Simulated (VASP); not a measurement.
# SiO2 (P2_13) in VASP: single point with PBE

Aim: the single point of SiO2 with PBE.

Program: VASP 6.6.1. These are calculated values, not measurements. Logs are shortened: lines on timing, memory, paths and dates and some standing lists are left out, and cuts for length are marked.

**1. The cell of the first run**

Symmetry: P2_13, No. 198, cubic system. The conventional cell has a = 7.160 Å, b = 7.160 Å, c = 7.160 Å, α = 90.00°, β = 90.00°, γ = 90.00°. Within 2.1 Å of Si (site symmetry 3) lie 4 O at 1.61 to 1.62 Å. Si (site symmetry 3) has 4 O at 1.61 to 1.62 Å within 2.1 Å. Within 2.1 Å of O (site symmetry 3) lie 2 Si at 1.61 Å. Within 2.2 Å of O (site symmetry 1) lie 2 Si at 1.62 Å.

**2. Single point, PBE**

Contents of INCAR:

```
SYSTEM = SiO2
PREC = Accurate
ENCUT = 520
EDIFF = 1E-6
ISMEAR = -1
SIGMA = 0.02
LREAL = Auto
LASPH = .TRUE.
NELM = 80
ALGO = Normal
ISIF = 2
LWAVE = .FALSE.
LCHARG = .FALSE.
GGA = PE
NBANDS = 82
```

Contents of KPOINTS:

```
Automatic mesh
0
G
  3 3 3
  0 0 0
```

Contents of POSCAR:

```
SiO2
1.0
    7.1600000000      0.0000000000      0.0000000000
    0.0000000000      7.1600000000      0.0000000000
    0.0000000000      0.0000000000      7.1600000000
Si O
8 16
Direct
    0.2807079341      0.2807079341      0.2807079341
    0.2192920659      0.7192920659      0.7807079341
    0.7807079341      0.2192920659      0.7192920659
    0.7192920659      0.7807079341      0.2192920659
    1.0205836046      1.0205836046      1.0205836046
    0.4794163954     -0.0205836046      0.5205836046
    0.5205836046      0.4794163954     -0.0205836046
   -0.0205836046      0.5205836046      0.4794163954
    0.1505387170      0.1505387170      0.1505387170
    0.3494612830      0.8494612830      0.6505387170
    0.6505387170      0.3494612830      0.8494612830
    0.8494612830      0.6505387170      0.3494612830
    0.6398195976      0.6615806253      0.0434337271
    0.8601804024      0.3384193747      0.5434337271
    0.1398195976      0.8384193747      0.9565662729
    0.3601804024      0.1615806253      0.4565662729
    0.0434337271      0.6398195976      0.6615806253
    0.5434337271      0.8601804024      0.3384193747
    0.9565662729      0.1398195976      0.8384193747
    0.4565662729      0.3601804024      0.1615806253
    0.6615806253      0.0434337271      0.6398195976
    0.3384193747      0.5434337271      0.8601804024
    0.8384193747      0.9565662729      0.1398195976
    0.1615806253      0.4565662729      0.3601804024
```

Potentials or basis: VASP PAW PBE potentials, release 64 (Si, O).

Launch:

```sh
cat potpaw_PBE.64/Si/POTCAR potpaw_PBE.64/O/POTCAR > POTCAR
mpirun -np 1 vasp_std > vasp.out
```

OUTCAR:

```text
SYSTEM = SiO2
   PREC = Accurate
   ENCUT = 520
   EDIFF = 1E-6
   ISMEAR = -1
   LREAL = Auto
   LASPH = .TRUE.
   NELM = 80
   ISIF = 2
   GGA = PE

 ion  position               nearest neighbor table
   1  0.281  0.281  0.281-   9 1.61  16 1.62  20 1.62  24 1.62   7 3.10   8 3.10   6 3.10
   2  0.219  0.719  0.781-  10 1.61  15 1.62  17 1.62  22 1.62   7 3.10   8 3.10   5 3.10
   3  0.781  0.219  0.719-  11 1.61  14 1.62  19 1.62  21 1.62   6 3.10   8 3.10   5 3.10
   4  0.719  0.781  0.219-  12 1.61  13 1.62  18 1.62  23 1.62   6 3.10   7 3.10   5 3.10
   5  0.021  0.021  0.021-   9 1.61  15 1.62  19 1.62  23 1.62   3 3.10   4 3.10   2 3.10
   6  0.479  0.979  0.521-  10 1.61  16 1.62  18 1.62  21 1.62   3 3.10   4 3.10   1 3.10
   7  0.521  0.479  0.979-  11 1.61  13 1.62  20 1.62  22 1.62   2 3.10   4 3.10   1 3.10
   8  0.979  0.521  0.479-  12 1.61  14 1.62  17 1.62  24 1.62   2 3.10   3 3.10   1 3.10
   9  0.151  0.151  0.151-   5 1.61   1 1.61
  10  0.349  0.849  0.651-   6 1.61   2 1.61
  11  0.651  0.349  0.849-   7 1.61   3 1.61
  12  0.849  0.651  0.349-   8 1.61   4 1.61
  13  0.640  0.662  0.043-   4 1.62   7 1.62
  14  0.860  0.338  0.543-   3 1.62   8 1.62
[... 8 lines left out ...]
  23  0.838  0.957  0.140-   4 1.62   5 1.62
  24  0.162  0.457  0.360-   1 1.62   8 1.62

  LATTYP: Found a simple cubic cell.
 ALAT       =     7.1600000000

  Lattice vectors:

 A1 = (   7.1600000000,   0.0000000000,   0.0000000000)
 A2 = (   0.0000000000,   7.1600000000,   0.0000000000)
 A3 = (   0.0000000000,   0.0000000000,   7.1600000000)

Analysis of symmetry for initial positions (statically):
=====================================================================
 Subroutine PRICEL returns:
 Original cell was already a primitive cell.

 Routine SETGRP: Setting up the symmetry group for a
 simple cubic supercell.

 Subroutine GETGRP returns: Found 12 space group operations
 (whereof  3 operations were pure point group operations)
 out of a pool of 48 trial point group operations.

The static configuration has the point symmetry C_3 .
 The point group associated with its full space group is T   .

Analysis of symmetry for dynamics (positions and initial velocities):
=====================================================================
 Subroutine PRICEL returns:
 Original cell was already a primitive cell.

 Routine SETGRP: Setting up the symmetry group for a
 simple cubic supercell.

 Subroutine GETGRP returns: Found 12 space group operations
 (whereof  3 operations were pure point group operations)
 out of a pool of 48 trial point group operations.

The dynamic configuration has the point symmetry C_3 .
 The point group associated with its full space group is T   .

 Subroutine INISYM returns: Found 12 space group operations
 (whereof  3 operations are pure point group operations),
 and found     1 'primitive' translations

----------------------------------------------------------------------------------------

                                     Primitive cell

  volume of cell :     367.0617

  direct lattice vectors                    reciprocal lattice vectors
     7.160000000  0.000000000  0.000000000     0.139664804  0.000000000  0.000000000
     0.000000000  7.160000000  0.000000000     0.000000000  0.139664804  0.000000000
     0.000000000  0.000000000  7.160000000     0.000000000  0.000000000  0.139664804

  length of vectors
     7.160000000  7.160000000  7.160000000     0.139664804  0.139664804  0.139664804

  position of ions in fractional coordinates (direct lattice)
     0.280707934  0.280707934  0.280707934
     0.219292066  0.719292066  0.780707934
     0.780707934  0.219292066  0.719292066
     0.719292066  0.780707934  0.219292066
     0.020583605  0.020583605  0.020583605
     0.479416395  0.979416395  0.520583605
[... 16 lines left out ...]
     0.838419375  0.956566273  0.139819598
     0.161580625  0.456566273  0.360180402

  ion indices of the primitive-cell ions
   primitive index   ion index
                 1           1
                 2           2
                 3           3
                 4           4
                 5           5
                 6           6
[... 16 lines left out ...]
                23          23
                24          24

----------------------------------------------------------------------------------------

 KPOINTS: Automatic mesh

Automatic generation of k-mesh.
 Grid dimensions read from file:
 generate k-points for:    3    3    3

 Generating k-lattice:

  Cartesian coordinates                     Fractional coordinates (reciprocal lattice)
     0.046554935  0.000000000  0.000000000     0.333333333  0.000000000  0.000000000
     0.000000000  0.046554935  0.000000000     0.000000000  0.333333333  0.000000000
     0.000000000  0.000000000  0.046554935     0.000000000  0.000000000  0.333333333

  Length of vectors
     0.046554935  0.046554935  0.046554935

  Shift w.r.t. Gamma in fractional coordinates (k-lattice)
     0.000000000  0.000000000  0.000000000

 Subroutine IBZKPT returns following result:
 ===========================================

 Found      4 irreducible k-points:

 Following reciprocal coordinates:
            Coordinates               Weight
  0.000000  0.000000  0.000000      1.000000
  0.333333  0.000000  0.000000      6.000000
  0.333333  0.333333  0.000000     12.000000
  0.333333  0.333333  0.333333      8.000000
   k-points           NKPTS =      4   k-points in BZ     NKDIM =      4   number of bands    NBANDS=     82
   number of dos      NEDOS =    301   number of ions     NIONS =     24
   total plane-waves  NPLWV = 157464
   dimension x,y,z NGX =    54 NGY =   54 NGZ =   54
   dimension x,y,z NGXF=   108 NGYF=  108 NGZF=  108
   ions per type =               8  16
   NGX,Y,Z   is equivalent  to a cutoff of  12.54, 12.54, 12.54 a.u.
   NGXF,Y,Z  is equivalent  to a cutoff of  25.08, 25.08, 25.08 a.u.
 SYSTEM =  SiO2
   PREC   = accura    normal or accurate (medium, high low for compatibility)
   ISTART =      0    job   : 0-new  1-cont  2-samecut
   ICHARG =      2    charge: 1-file 2-atom 10-const
   ISPIN  =      1    spin polarized calculation?
   LNONCOLLINEAR =      F non collinear calculations
   LSORBIT =      F    spin-orbit coupling
   LASPH  =      T    aspherical Exc in radial PAW
   ENCUT  =  520.0 eV  38.22 Ry    6.18 a.u.  13.31 13.31 13.31*2*pi/ulx,y,z
   NELM   =     80;   NELMIN=  2; NELMDL= -5     # of ELM steps
   EDIFF  = 0.1E-05   stopping-criterion for ELM
   LREAL  =      T    real-space projection
   EDIFFG = 0.1E-04   stopping-criterion for IOM
   NSW    =      0    number of steps for IOM
   IBRION =     -1    ionic relax: 0-MD 1-quasi-New 2-CG
   NFREE  =      0    steps in history (QN), initial steepest desc. (CG)
   ISIF   =      2    stress and relaxation
   ISYM   =      2    0-nonsym 1-usesym 2-fastsym
   POTIM  = 0.5000    time-step for ionic-motion
   TEBEG  =    0.0;   TEEND  =   0.0 temperature during run
   PSTRESS=    0.0 pullay stress
   NELECT =     128.0000    total number of electrons
   NUPDOWN=      -1.0000    fix difference up-down
   EMIN   =  10.00;   EMAX   =-10.00  energy-range for DOS
   EFERMI =   0.00;   METHOD = LEGACY
   ISMEAR =    -1;   SIGMA  =   0.02  broadening in eV -4-tet -1-fermi 0-gaus
   EFERMI_NEDOS =   21; number of points for ismear=-14 and -15
   IALGO  =     38    algorithm
   IMIX   =      4    mixing-type and parameters
     AMIX     =   0.40;   BMIX     =  1.00
     AMIX_MAG =   1.60;   BMIX_MAG =  1.00
  volume/ion in A,a.u.               =      15.29       103.21
  Fermi-wavevector in a.u.,A,eV,Ry     =   1.152299  2.177529 18.065716  1.327793
  Thomas-Fermi vector in A             =   2.288951
   LORBIT       =      0    0 simple, 1 ext, 2 COOP (PROOUT), +10 PAW based schemes
   GGA     = PE    functional components
   LHFCALC =     F    Hartree Fock is set to
   AEXX    =    0.0000 exact exchange contribution
   IVDW    =     0    specifies the selected vdW correction
   LEPSILON=     F    determine dielectric tensor
   LRPA    =     F    only Hartree local field effects (RPA)
 non-spin polarized calculation
  energy-cutoff  :      520.00
  volume of cell :      367.06
 maximum number of plane-waves:      9906
 NGX is ok and might be reduce to    54
   NGX = 27   NGY = 27   NGZ = 27

 number of electron     128.0000007 magnetization

 Free energy of the ion-electron system (eV)
  ---------------------------------------------------
  ext. energy  EPLUGINS =         0.00000000
  ---------------------------------------------------
  free energy    TOTEN  =      -189.83112361 eV

  energy without entropy =     -189.83112361  energy(sigma->0) =     -189.83112361

 E-fermi :   0.0541     XC(G=0):  -8.0824

 val. band max:       -0.4330822039   @ k =   0.3333   0.3333   0.3333
 cond. band min:       5.2453536963   @ k =   0.0000   0.0000   0.0000
 fundamental gap:      5.6784359001
 Fermi energy:         0.0540542723

 k-point     1 :       0.0000    0.0000    0.0000
  band No.  band energies     occupation
      1     -19.6365      2.00000
      2     -18.7613      2.00000
      3     -18.7613      2.00000
      4     -18.7613      2.00000
      5     -18.7474      2.00000
      6     -18.7474      2.00000
[... 68 lines left out ...]
     75       9.0723      0.00000
     76       9.8116      0.00000

 k-point     2 :       0.3333    0.0000    0.0000
  band No.  band energies     occupation
      1     -19.5278      2.00000
      2     -19.2174      2.00000
      3     -18.7582      2.00000
      4     -18.7548      2.00000
      5     -18.7528      2.00000
      6     -18.7495      2.00000
[... 68 lines left out ...]
     75       9.2403      0.00000
     76       9.2791      0.00000

 k-point     3 :       0.3333    0.3333    0.0000
  band No.  band energies     occupation
      1     -19.4308      2.00000
      2     -19.1620      2.00000
      3     -19.1503      2.00000
      4     -18.9880      2.00000
      5     -18.5073      2.00000
      6     -18.3101      2.00000
[... 68 lines left out ...]
     75       9.1377      0.00000
     76       9.2490      0.00000

 k-point     4 :       0.3333    0.3333    0.3333
  band No.  band energies     occupation
      1     -19.3539      2.00000
      2     -19.1574      2.00000
      3     -19.1529      2.00000
      4     -19.1471      2.00000
      5     -18.3217      2.00000
      6     -18.3204      2.00000
[... 68 lines left out ...]
     75       9.1336      0.00000
     76       9.3806      0.00000
 [bands above 76 left out]

------------------------ aborting loop because EDIFF is reached ----------------------------------------

  FORCE on cell =-STRESS in cart. coord.  units (eV):
  Direction    XX          YY          ZZ          XY          YZ          ZX
  --------------------------------------------------------------------------------------
  -------------------------------------------------------------------------------------
  Total        1.9991559      1.9991559      1.9991559     -0.0000000      0.0000000      0.0000000
  in kB        8.7260598      8.7260598      8.7260598     -0.0000000      0.0000000      0.0000000
  external PRESSURE =       8.7260598 kB  Pullay stress =       0.0000000 kB

 VOLUME and BASIS-vectors are now :
 -----------------------------------------------------------------------------
  energy-cutoff  :      520.00
  volume of cell :      367.06
      direct lattice vectors                 reciprocal lattice vectors
     7.160000000  0.000000000  0.000000000     0.139664804  0.000000000  0.000000000
     0.000000000  7.160000000  0.000000000     0.000000000  0.139664804  0.000000000
     0.000000000  0.000000000  7.160000000     0.000000000  0.000000000  0.139664804

 POSITION                                       TOTAL-FORCE (eV/Angst)
 -----------------------------------------------------------------------------------
      2.00987      2.00987      2.00987         0.010641      0.010641      0.010641
      1.57013      5.15013      5.58987        -0.010641     -0.010641      0.010641
      5.58987      1.57013      5.15013         0.010641     -0.010641     -0.010641
      5.15013      5.58987      1.57013        -0.010641      0.010641     -0.010641
      0.14738      0.14738      0.14738         0.005487      0.005487      0.005487
      3.43262      7.01262      3.72738        -0.005487     -0.005487      0.005487
[... 16 lines left out ...]
      6.00308      6.84901      1.00111        -0.013898      0.014779      0.001258
      1.15692      3.26901      2.57889         0.013898      0.014779     -0.001258
 -----------------------------------------------------------------------------------
    total drift:                                0.000000      0.000001     -0.000000

  FREE ENERGIE OF THE ION-ELECTRON SYSTEM (eV)
  ---------------------------------------------------
  free  energy   TOTEN  =      -189.8311236059 eV

  energy  without entropy=     -189.8311236059  energy(sigma->0) =     -189.83112361
```

Run time: 3 min. Hardware: 1 thread of Intel Xeon Platinum 8259CL at 2.50GHz (Skylake/Cascade Lake), shared host; peak memory 0.42 GiB.

Results:

| Quantity | Value |
| --- | --- |
| Free energy | -189.8311 eV |
| Pressure | 0.9 GPa |
| Largest force | 0.020 eV/Å |
| Band gap on the k mesh | 5.68 eV |

Forces on the atoms (eV/Å):
```
Si   0.011  0.011  0.011
Si  -0.011 -0.011  0.011
Si   0.011 -0.011 -0.011
Si  -0.011  0.011 -0.011
Si   0.005  0.005  0.005
Si  -0.005 -0.005  0.005
Si   0.005 -0.005 -0.005
Si  -0.005  0.005 -0.005
O    0.003  0.003  0.003
O   -0.003 -0.003  0.003
O    0.003 -0.003 -0.003
O   -0.003  0.003 -0.003
O    0.001  0.014 -0.015
O   -0.001 -0.014 -0.015
O    0.001 -0.014  0.015
O   -0.001  0.014  0.015
O   -0.015  0.001  0.014
O   -0.015 -0.001 -0.014
O    0.015  0.001 -0.014
O    0.015 -0.001  0.014
O    0.014 -0.015  0.001
O   -0.014 -0.015 -0.001
O   -0.014  0.015  0.001
O    0.014  0.015 -0.001
```
